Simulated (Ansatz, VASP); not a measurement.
**InP: VASP beside Ansatz**

```
In P
1.0
     0.00000    2.87391    2.87391
     2.87391    0.00000    2.87391
     2.87391    2.87391    0.00000
In P
1 1
Direct
  0.00000 0.00000 0.00000
  0.50000 0.50000 0.50000
```

Change from the starting cell: volume scaled by 1.02.

Alike in both runs: task single point; functional LDA; k mesh 11 × 11 × 11; occupations fermi-dirac, width 0.05 eV; no spin polarisation.

|  | VASP | Ansatz |
| --- | --- | --- |
| version | VASP 6.6.1 | Ansatz 0.2.0 |
| potentials or method | VASP PAW LDA potentials, release 64 (In_d, P), cutoff 520 eV | all-electron LAPW, scalar-relativistic |

Ansatz gave:

* pressure (GPa): -10.3

Problem. Which values does VASP return?

Solution. Pressure (GPa): -10.4.

LDA's correlation is that of Perdew and Zunger in VASP and of Perdew and Wang (1992) in Ansatz. Ansatz ran all-electron here, and VASP with PAW potentials.
